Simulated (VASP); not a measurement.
# B17SN17 (a cell with a defect) in VASP: electric field gradients with HSE06

Aim: the electric field gradients of B17SN17 (a cell with a defect) with HSE06.

Everything below comes from runs of VASP 6.6.1. Logs are shortened: lines on timing, memory, paths and dates and some standing lists are left out, and cuts for length are marked.

## (1) The cell of the first run

The cell holds a defect, 35 atoms: a = 7.465 Å, b = 7.465 Å, c = 6.495 Å, α = 90.00°, β = 90.00°, γ = 120.00°.

## (2) Electric field gradients, HSE06, collinear spin

File POSCAR:

```
B17SN17
1.0
    7.4650312844      0.0000000000      0.0000000000
   -3.7325156422      6.4649067324      0.0000000000
    0.0000000000      0.0000000000      6.4954828762
B N S
17 17 1
Direct
    0.0932587640      0.2150395321      0.2486126272
    0.2278718236      0.1170403307      0.7250731756
    0.0927779941      0.5479448245      0.2524536011
    0.2345503616      0.4514361811      0.7394300697
    0.0928338196      0.8814731256      0.2485092970
    0.2414597640      0.7880359073      0.7486556640
    0.4270567799      0.2159390707      0.2404818485
    0.5861049124      0.1180401832      0.7547097339
    0.4270085017      0.5482122163      0.2415194806
    0.4267306607      0.8816943933      0.2443647856
    0.5690650427      0.7741745001      0.7487478673
    0.7598714266      0.2152204376      0.2497241635
    0.9016292177      0.1095562585      0.7658531883
    0.7595604082      0.5481971497      0.2399059332
    0.9103438652      0.4552875475      0.7875894340
    0.7599182505      0.8813941540      0.2494496183
    0.9030694102      0.7739843998      0.7748343779
    0.1192576866      0.2255930470      0.7423565657
    0.2037552006      0.1041428498      0.2427158388
    0.1298420578      0.5656609815      0.7548896672
    0.2038161521      0.4374804824      0.2473186899
    0.1292828580      0.8975952790      0.7469590523
    0.2039006579      0.7707683934      0.2485809884
    0.5372258657      0.1041046509      0.2408287304
    0.4479254166      0.5586271475      0.7246195091
    0.5371452040      0.4379049192      0.2332905684
    0.4646027133      0.8965407138      0.7508978336
    0.5374233294      0.7711341233      0.2442180193
    0.8014534832      0.2269030879      0.7861230684
    0.8706155772      0.1042751291      0.2542905135
    0.8066346398      0.5624728564      0.8168610833
    0.8703719557      0.4373051558      0.2562844323
    0.7920134048      0.8873247551      0.7633811341
    0.8706094486      0.7711163441      0.2520732543
    0.4985366061      0.2954551673      0.6936265961
```

File INCAR.step1:

```
SYSTEM = B17SN17
PREC     = Accurate       ! precision mode
ENCUT    = 520            ! plane-wave cutoff, eV
ISMEAR   = -1             ! smearing method
SIGMA    = 0.01           ! smearing width, eV
LREAL    = Auto         
LASPH    = .TRUE.         ! aspherical terms in the spheres
NELM     = 200            ! most SCF steps
ALGO     = Normal         ! electronic algorithm
ISIF     = 2              ! what is computed and relaxed
LWAVE    = .TRUE.         ! write WAVECAR
LCHARG   = .FALSE.        ! write CHGCAR
ISPIN    = 2              ! spin polarisation
MAGMOM   = 0 0 0 0 0 0 0 0.02 0 0 0.01 0 0 0 0 0 0.01 0.01 0 0.02 0 0 0 0 0.25 0 0.03 0 0 0 0.08 0 0.01 0 0.17 ! initial moments
LORBIT   = 11             ! projections on sites
NUPDOWN  = 1.0            ! fixed moment
GGA      = PE             ! functional
EDIFF    = 1E-5           ! SCF threshold, eV
NELECT   = 143.0        
NBANDS   = 98             ! bands
GGA_COMPAT= .FALSE.      
ISYM     = -1
```

File INCAR.step2:

```
SYSTEM = B17SN17
PREC     = Accurate       ! precision mode
ENCUT    = 520            ! plane-wave cutoff, eV
EDIFF    = 1E-8           ! SCF threshold, eV
ISMEAR   = -1             ! smearing method
SIGMA    = 0.01           ! smearing width, eV
LREAL    = Auto         
LASPH    = .TRUE.         ! aspherical terms in the spheres
NELM     = 200            ! most SCF steps
ALGO     = Normal         ! electronic algorithm
ISIF     = 2              ! what is computed and relaxed
LWAVE    = .FALSE.        ! write WAVECAR
LCHARG   = .FALSE.        ! write CHGCAR
ISPIN    = 2              ! spin polarisation
MAGMOM   = 0 0 0 0 0 0 0 0.02 0 0 0.01 0 0 0 0 0 0.01 0.01 0 0.02 0 0 0 0 0.25 0 0.03 0 0 0 0.08 0 0.01 0 0.17 ! initial moments
LORBIT   = 11             ! projections on sites
NUPDOWN  = 1.0            ! fixed moment
GGA      = PE             ! functional
LHFCALC  = .TRUE.         ! exact exchange
HFSCREEN = 0.2079         ! screening, 1/A
PRECFOCK = Fast         
LEFG     = .TRUE.       
ISTART   = 1            
NELECT   = 143.0        
NBANDS   = 98             ! bands
GGA_COMPAT= .FALSE.      
ISYM     = -1
```

File KPOINTS:

```
explicit points
1
Reciprocal
  0.25000000   0.25000000   0.25000000 1
```

Potentials or basis: VASP PAW PBE potentials, release 64 (B, N, S).

Started as:

```console
cat potpaw_PBE.64/B/POTCAR potpaw_PBE.64/N/POTCAR potpaw_PBE.64/S/POTCAR > POTCAR
cp INCAR.step1 INCAR
mpirun -np 1 vasp_std > vasp.out
cp INCAR.step2 INCAR
mpirun -np 1 vasp_std > vasp.out
```

OUTCAR:

```text
SYSTEM = B17SN17
   PREC = Accurate
   ENCUT = 520
   EDIFF = 1E-8
   ISMEAR = -1
   LREAL = Auto
   LASPH = .TRUE.
   NELM = 200
   ISIF = 2
   ISPIN = 2
   LORBIT = 11
   NUPDOWN = 1.0
   GGA = PE
   LHFCALC = .TRUE.
   HFSCREEN = 0.2079
   PRECFOCK = Fast
   ISTART = 1
   NELECT = 143.0
   ISYM = -1

 ion  position               nearest neighbor table
   1  0.093  0.215  0.249-  19 1.43  21 1.44  30 1.44
   2  0.228  0.117  0.725-  18 1.41  22 1.43  35 1.79
   3  0.093  0.548  0.252-  21 1.43  32 1.44  23 1.44
   4  0.235  0.451  0.739-  25 1.38  20 1.42  18 1.46
   5  0.093  0.881  0.249-  23 1.43  34 1.44  19 1.44
   6  0.241  0.788  0.749-  22 1.43  20 1.44  27 1.44
[... 22 lines left out ...]
  29  0.801  0.227  0.786-   8 1.41  13 1.41  15 1.48
  30  0.871  0.104  0.254-  12 1.43   1 1.44  16 1.44
  31  0.807  0.562  0.817-  15 1.38  17 1.40
  32  0.870  0.437  0.256-  12 1.44  14 1.44   3 1.44
  33  0.792  0.887  0.763-  13 1.44  11 1.44  17 1.45
  34  0.871  0.771  0.252-  16 1.43   5 1.44  14 1.44
  35  0.499  0.295  0.694-   8 1.79   2 1.79  25 2.19

IMPORTANT INFORMATION: All symmetrisations will be switched off!
NOSYMM: (Re-)initialisation of all symmetry stuff for point group C_1.

----------------------------------------------------------------------------------------

                                     Primitive cell

  volume of cell :     313.4768

  direct lattice vectors                    reciprocal lattice vectors
     7.465031284  0.000000000  0.000000000     0.133957911  0.077340636  0.000000000
    -3.732515642  6.464906732  0.000000000     0.000000000  0.154681273  0.000000000
     0.000000000  0.000000000  6.495482876     0.000000000  0.000000000  0.153953142

  length of vectors
     7.465031284  7.465031284  6.495482876     0.154681273  0.154681273  0.153953142

  position of ions in fractional coordinates (direct lattice)
     0.093258764  0.215039532  0.248612627
     0.227871824  0.117040331  0.725073176
     0.092777994  0.547944824  0.252453601
     0.234550362  0.451436181  0.739430070
     0.092833820  0.881473126  0.248509297
     0.241459764  0.788035907  0.748655664
[... 27 lines left out ...]
     0.870609449  0.771116344  0.252073254
     0.498536606  0.295455167  0.693626596

  ion indices of the primitive-cell ions
   primitive index   ion index
                 1           1
                 2           2
                 3           3
                 4           4
                 5           5
                 6           6
[... 27 lines left out ...]
                34          34
                35          35

----------------------------------------------------------------------------------------

 KPOINTS: explicit points

Read explicit list of k-points.

 Found      1 k-points:

 Following reciprocal coordinates:
            Coordinates               Weight
  0.250000  0.250000  0.250000      1.000000
   k-points           NKPTS =      1   k-points in BZ     NKDIM =      1   number of bands    NBANDS=     98
   number of dos      NEDOS =    301   number of ions     NIONS =     35
   total plane-waves  NPLWV = 150528
   dimension x,y,z NGX =    56 NGY =   56 NGZ =   48
   dimension x,y,z NGXF=   112 NGYF=  112 NGZF=   96
   ions per type =              17  17   1
   NGX,Y,Z   is equivalent  to a cutoff of  12.47, 12.47, 12.29 a.u.
   NGXF,Y,Z  is equivalent  to a cutoff of  24.94, 24.94, 24.57 a.u.
 SYSTEM =  B17SN17
   PREC   = accura    normal or accurate (medium, high low for compatibility)
   ISTART =      1    job   : 0-new  1-cont  2-samecut
[... 71 lines left out ...]

 k-point     1 :       0.2500    0.2500    0.2500
  band No.  band energies     occupation
      1     -17.7178      1.00000
      2     -17.1822      1.00000
      3     -17.1181      1.00000
      4     -16.9209      1.00000
      5     -16.5405      1.00000
      6     -15.8579      1.00000
[... 75 lines left out ...]
     82       9.9303      0.00000
     83      10.1505      0.00000
 Fermi energy:         3.2898325580

 spin component 2

 k-point     1 :       0.2500    0.2500    0.2500
  band No.  band energies     occupation
      1     -17.7163      1.00000
      2     -17.1805      1.00000
      3     -17.1172      1.00000
      4     -16.8795      1.00000
      5     -16.4618      1.00000
      6     -15.7751      1.00000
[... 75 lines left out ...]
     82       9.9433      0.00000
     83      10.1683      0.00000
 [bands above 83 left out]

------------------------ aborting loop because EDIFF is reached ----------------------------------------

  FORCE on cell =-STRESS in cart. coord.  units (eV):
  Direction    XX          YY          ZZ          XY          YZ          ZX
  --------------------------------------------------------------------------------------
  -------------------------------------------------------------------------------------
  Total       33.5500233      9.3646574     14.2400253      1.6500894     -0.3390496      0.1990559
  in kB      171.4739178     47.8626937     72.7806624      8.4335944     -1.7328797      1.0173730
  external PRESSURE =      97.3724246 kB  Pullay stress =       0.0000000 kB

 VOLUME and BASIS-vectors are now :
 -----------------------------------------------------------------------------
  energy-cutoff  :      520.00
  volume of cell :      313.48
      direct lattice vectors                 reciprocal lattice vectors
     7.465031284  0.000000000  0.000000000     0.133957911  0.077340636  0.000000000
    -3.732515642  6.464906732  0.000000000     0.000000000  0.154681273  0.000000000
     0.000000000  0.000000000  6.495482876     0.000000000  0.000000000  0.153953142

 POSITION                                       TOTAL-FORCE (eV/Angst)
 -----------------------------------------------------------------------------------
     -0.10646      1.39021      1.61486         0.004580      0.004288     -0.002555
      1.26422      0.75665      4.70970        -0.072236     -0.027831     -0.004570
     -1.35262      3.54241      1.63981        -0.012337     -0.007802     -0.010425
      0.06593      2.91849      4.80296        -0.062595     -0.027719     -0.003202
     -2.59710      5.69864      1.61419        -0.012256     -0.013569      0.001716
     -1.13885      5.09458      4.86288        -0.074558     -0.047886      0.040387
[... 27 lines left out ...]
      3.62092      4.98520      1.63734         0.008937      0.025855     -0.025755
      2.61880      1.91009      4.50544        -0.252056     -0.209288      0.104806
 -----------------------------------------------------------------------------------
    total drift:                                0.001324     -0.003662     -0.001584

  FREE ENERGIE OF THE ION-ELECTRON SYSTEM (eV)
  ---------------------------------------------------
  free  energy   TOTEN  =      -342.3254856654 eV

  energy  without entropy=     -342.3254856654  energy(sigma->0) =     -342.32548567

 Electric field gradients (V/A^2)
---------------------------------------------------------------------
 ion       V_xx      V_yy      V_zz      V_xy      V_xz      V_yz
---------------------------------------------------------------------
   1     -18.948   -17.801    36.748     1.411     1.768     0.107
   2     -15.395   -18.817    34.212     6.128     8.167     4.418
   3     -19.533   -17.564    37.096     1.042     1.263     0.409
   4     -21.240   -14.821    36.060    -1.964     4.709     0.561
   5     -19.493   -17.597    37.090     0.911     0.511     1.164
   6     -18.367   -18.266    36.633     1.743    -0.338     1.170
[... 27 lines left out ...]
  34       1.442     2.667    -4.109     2.371    -1.109     0.932
  35      17.448    62.825   -80.273   -21.917    17.030    35.662
---------------------------------------------------------------------

 Electric field gradients after diagonalization (V/A^2)
 (convention: |V_zz| > |V_xx| > |V_yy|)
----------------------------------------------------------------------
 ion       V_xx      V_yy      V_zz     asymmetry (V_yy - V_xx)/ V_zz
----------------------------------------------------------------------
   1     -19.933   -16.872    36.805       0.083
   2     -23.507   -12.538    36.045       0.304
   3     -19.999   -17.129    37.128       0.077
   4     -22.170   -14.278    36.448       0.217
   5     -19.859   -17.260    37.120       0.070
   6     -20.080   -16.579    36.659       0.096
[... 27 lines left out ...]
  34       4.503     0.103    -4.607       0.955
  35      76.613    16.352   -92.965       0.648
----------------------------------------------------------------------

           NMR quadrupolar parameters

 Cq : quadrupolar parameter    Cq=e*Q*V_zz/h
 eta: asymmetry parameters     (V_yy - V_xx)/ V_zz
 Q  : nuclear electric quadrupole moment in mb (millibarn)
----------------------------------------------------------------------
 ion       Cq(MHz)       eta       Q (mb)
----------------------------------------------------------------------
   1       0.089       0.083       1.000
   2       0.087       0.304       1.000
   3       0.090       0.077       1.000
   4       0.088       0.217       1.000
   5       0.090       0.070       1.000
   6       0.089       0.096       1.000
[... 27 lines left out ...]
  34      -0.011       0.955       1.000
  35      -0.225       0.648       1.000
----------------------------------------------------------------------

 total charge

# of ion       s       p       d       tot
------------------------------------------
    1        0.764   1.442   0.000   2.206
    2        0.766   1.425   0.000   2.190
    3        0.764   1.438   0.000   2.201
    4        0.783   1.500   0.000   2.283
    5        0.764   1.438   0.000   2.202
    6        0.764   1.438   0.000   2.202
[... 27 lines left out ...]
   34        1.236   2.830   0.000   4.067
   35        1.345   2.435   0.000   3.780
--------------------------------------------------
tot         35.446  74.738   0.000 110.184

 magnetization (x)

# of ion       s       p       d       tot
------------------------------------------
    1        0.000   0.001   0.000   0.001
    2        0.003   0.003   0.000   0.006
    3        0.000   0.000   0.000   0.000
    4       -0.003  -0.006   0.000  -0.008
    5        0.000  -0.000   0.000   0.000
    6        0.000  -0.002   0.000  -0.002
[... 27 lines left out ...]
   34        0.000  -0.000   0.000  -0.000
   35        0.068   0.158   0.000   0.226
--------------------------------------------------
tot          0.145   0.620   0.000   0.765
```

Run time: 8.6 min. Hardware: 1 thread of Intel Xeon 6975P-C (Granite Rapids), shared host; peak memory 0.67 GiB.

What came out:

```
Free energy                                           : -342.3255 eV
Largest force                                         : 0.344 eV/Å
Net moment                                            : 1.00 μB per cell
Site moments                                          : B +0.00, +0.01, -0.01, -0.00, +0.04 (each value once); N +0.01, +0.00, +0.02, -0.00, +0.31, +0.03, +0.10 (each value once); S +0.23 μB
Largest electric field gradient by atom               : B +36.8, +36.0, +37.1, +36.4, +36.7, +37.3, +36.1, +37.0, +35.0, +37.8, +37.7, +36.9, +35.7 (each value once); N -9.4, +3.8, -10.6, +8.0, +4.1, -5.2, +22.4, -6.7, +7.0, +4.6, +4.0, -42.2, +5.4, +9.4, -4.6 (each value once); S -93.0 V/Å²
Valence electrons inside the program's atomic spheres : B 2.21, 2.19, 2.20, 2.28, 2.18, 2.27, 2.26 (each value once); N 4.08, 4.06, 4.04, 3.94, 4.07, 4.03, 3.97, 4.05 (each value once); S 3.78
```

Forces in eV/Å, atoms in the order of the input:
```
B    0.005  0.004 -0.003
B   -0.072 -0.028 -0.005
B   -0.012 -0.008 -0.010
B   -0.063 -0.028 -0.003
B   -0.012 -0.014  0.002
B   -0.075 -0.048  0.040
B    0.001  0.033 -0.017
B    0.137  0.088  0.048
B    0.024 -0.019 -0.001
B    0.001 -0.006  0.003
B    0.083  0.079 -0.007
B   -0.001  0.020 -0.014
B   -0.013  0.027 -0.019
B   -0.011 -0.009 -0.006
B   -0.129  0.184  0.012
B    0.016 -0.014 -0.008
B    0.064 -0.181  0.046
N    0.020 -0.024  0.030
N    0.000  0.004  0.029
N    0.134 -0.020 -0.020
N    0.001 -0.006  0.010
N    0.055  0.089 -0.025
N    0.007  0.011 -0.004
N    0.007 -0.008  0.013
N   -0.068 -0.023  0.042
N   -0.009 -0.011  0.046
N   -0.001  0.001 -0.027
N   -0.004  0.014  0.004
N   -0.024 -0.096 -0.069
N    0.009 -0.001 -0.015
N    0.200  0.155 -0.121
N    0.023 -0.011 -0.026
N   -0.050  0.029 -0.006
N    0.009  0.026 -0.026
S   -0.252 -0.209  0.105
```

Electric field gradients, principal values (V/Å²):
| atom | least | middle | greatest (by size) |
| --- | --- | --- | --- |
| 1 B | -16.872 | -19.933 | 36.805 |
| 2 B | -12.538 | -23.507 | 36.045 |
| 3 B | -17.129 | -19.999 | 37.128 |
| 4 B | -14.278 | -22.170 | 36.448 |
| 5 B | -17.260 | -19.859 | 37.120 |
| 6 B | -16.579 | -20.080 | 36.659 |
| 7 B | -17.200 | -20.127 | 37.327 |
| 8 B | -13.464 | -22.680 | 36.145 |
| 9 B | -16.105 | -20.980 | 37.086 |
| 10 B | -16.826 | -20.187 | 37.013 |
| 11 B | -13.341 | -21.681 | 35.022 |
| 12 B | -17.363 | -19.756 | 37.119 |
| 13 B | -17.745 | -20.018 | 37.764 |
| 14 B | -17.566 | -20.153 | 37.718 |
| 15 B | -9.264 | -26.838 | 36.102 |
| 16 B | -16.445 | -20.413 | 36.858 |
| 17 B | -10.647 | -25.090 | 35.737 |
| 18 N | 2.329 | 7.049 | -9.379 |
| 19 N | -0.679 | -3.124 | 3.803 |
| 20 N | 2.378 | 8.203 | -10.581 |
| 21 N | -0.712 | -3.105 | 3.817 |
| 22 N | -2.068 | -5.934 | 8.002 |
| 23 N | -0.857 | -3.213 | 4.070 |
| 24 N | 0.416 | 4.826 | -5.242 |
| 25 N | -6.229 | -16.221 | 22.450 |
| 26 N | 0.809 | 5.875 | -6.684 |
| 27 N | -0.865 | -6.175 | 7.040 |
| 28 N | -0.619 | -3.951 | 4.571 |
| 29 N | 0.837 | 9.795 | -10.631 |
| 30 N | -0.638 | -3.374 | 4.012 |
| 31 N | 2.386 | 39.837 | -42.223 |
| 32 N | -0.406 | -4.964 | 5.370 |
| 33 N | -0.321 | -9.055 | 9.376 |
| 34 N | 0.103 | 4.503 | -4.607 |
| 35 S | 16.352 | 76.613 | -92.965 |

Caveat: the cell carries a net charge on a neutralising background, which shifts energy and pressure; the cell is charged against a uniform background, so pressure and absolute levels hang on convention; without QUAD_EFG the Cq values of the log hold for a quadrupole moment of 1 mb, not for the nuclei; the PAW data sets were made with another functional, which shifts forces and pressure a little; the total moment is fixed, so each spin has its own Fermi level and the state may be an excited one.
